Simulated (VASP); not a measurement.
## FeO (Wuestite): elastic constants with LDA

Crystal: FeO (Wuestite).

```xyz
2
Lattice="0.0000 2.1554 2.1554 2.1554 0.0000 2.1554 2.1554 2.1554 0.0000" Properties=species:S:1:pos:R:3 pbc="T T T"
Fe    0.0000    0.0000    0.0000
O     2.1554    2.1554    2.1554
```

| Quantity | Value |
| --- | --- |
| Program | VASP 6.6.1 |
| Task | elastic constants |
| Functional | LDA |
| Potentials or basis | VASP PAW LDA potentials, release 64 (Fe, O) |
| Cutoff | 600 eV |
| k mesh | 8 × 8 × 8 |
| Occupations | fermi-dirac, width 0.05 eV |
| Spin | collinear spin, ferromagnetic start |
| Starting moments | [3.0, 0.0] μB |
| Dipole correction | no |
| Ions in elastic constants | relaxed |
| Further INCAR settings | ALGO = Normal; EDIFF = 1e-08; IBRION = 6; POTIM = 0.015; NSW = 1; ISIF = 3 |

```
Net moment                                              : 3.99 μB per cell
Site moments                                            : Fe +3.56; O +0.32 μB
Valence electrons inside the program's atomic spheres   : Fe 6.77; O 4.95
Elastic constants C11, C12, C44                         : 185, 148, 34 GPa
Voigt bulk modulus                                      : 160 GPa
Highest phonon frequency at Γ, LO-TO splitting left out : 189 cm⁻¹
```

Phonon frequencies in cm⁻¹ (negative: imaginary):
| q point | frequencies |
| --- | --- |
| (0.000, 0.000, 0.000) | 0 0 0 189 189 189 |

Elastic tensor in Voigt notation (GPa, in the Cartesian axes of the cell as first typed):
```
185 148 148   0   0   0
148 185 148   0   0   0
148 148 185   0   0   0
  0   0   0  34   0   0
  0   0   0   0  34   0
  0   0   0   0   0  34
```

Clamped-ion elastic tensor (GPa):
```
185 148 148   0   0   0
148 185 148   0   0   0
148 148 185   0   0   0
  0   0   0  34   0   0
  0   0   0   0  34   0
  0   0   0   0   0  34
```

It took 3.4 min on 1 thread of Intel(R) Xeon(R) 6975P-C (Granite Rapids), with other jobs on the host, peak memory 0.27 GiB.

Caveat: the cell is under stress, which shifts elastic constants; a cell with one magnetic atom can't hold antiferromagnetic order, which such compounds often take.
